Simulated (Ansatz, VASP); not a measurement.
BN: VASP beside Ansatz

Contents of INCAR:

```
SYSTEM = BN
PREC     = Accurate       ! precision mode
ENCUT    = 520            ! plane-wave cutoff, eV
EDIFF    = 1E-6           ! SCF threshold, eV
ISMEAR   = -1             ! smearing method
SIGMA    = 0.05           ! smearing width, eV
LREAL    = .FALSE.        ! projectors in reciprocal space
LASPH    = .TRUE.         ! aspherical terms in the spheres
NELM     = 60             ! most SCF steps
ALGO     = Normal         ! electronic algorithm
ISIF     = 2              ! what is computed and relaxed
LWAVE    = .FALSE.        ! write WAVECAR
LCHARG   = .FALSE.        ! write CHGCAR
LDIPOL   = .TRUE.       
IDIPOL   = 3            
DIPOL    = 0.5 0.5 0.500
GGA      = PE             ! functional
NBANDS   = 21             ! bands
```

KPOINTS

```
regular mesh
0
G
  12 12 1
  0 0 0
```

POSCAR

```
BN
1.0
    2.5039917043      0.0000000000      0.0000000000
   -1.2519958521      2.1685204268      0.0000000000
    0.0000000000      0.0000000000     21.6612000000
B N
3 3
Direct
    0.3333333333      0.6666666666      0.3462412055
    0.6666666667      0.3333333334      0.5000000000
    0.3333333333      0.6666666666      0.6537587945
    0.6666666667      0.3333333334      0.3462412055
    0.3333333333      0.6666666666      0.5000000000
    0.6666666667      0.3333333334      0.6537587945
```

input.yaml

```yaml
crystal:
  lattice:
    - [2.5039917043, 0.0, 0.0]
    - [-1.2519958521, 2.1685204268, 0.0]
    - [0.0, 0.0, 21.6612]
  atoms:
    - { symbol: B, position: [0.3333333333, 0.6666666666, 0.3462412055] }
    - { symbol: "N", position: [0.6666666667, 0.3333333334, 0.3462412055] }
    - { symbol: B, position: [0.6666666667, 0.3333333334, 0.5] }
    - { symbol: "N", position: [0.3333333333, 0.6666666666, 0.5] }
    - { symbol: B, position: [0.3333333333, 0.6666666666, 0.6537587945] }
    - { symbol: "N", position: [0.6666666667, 0.3333333334, 0.6537587945] }
hamiltonian:
  xc: pbe
  pseudopotentials: { kind: paw }
kpoints:
  mp_grid: { grid: [12, 12, 1] }
scf:
  occupations: { method: fermi_dirac, width: 0.05 }
output:
  forces: true
  eigenvalues: true
efield:
  axis: 3
  dipole_correction: true
  ramp_width: 0.04
```

Alike in both runs: task single point; functional PBE; k mesh 12 × 12 × 1; occupations fermi-dirac, width 0.05 eV; no spin polarisation.

```csv
,VASP,Ansatz
version,VASP 6.6.1,Ansatz 0.2.0
potentials or method,"VASP PAW PBE potentials, release 64 (B, N)",Ansatz PAW
plane-wave cutoff (eV),520,420
valence electrons in the cell,24,24
```

```tsv
	VASP	Ansatz	Ansatz less VASP
gap on the k mesh at the Fermi level (eV)	4.37	4.38	+0.007
least direct gap on the mesh (eV)	4.67	4.67	+0.003
rms of the force components (eV/Å)	0.024	0.024	-0.0002
```
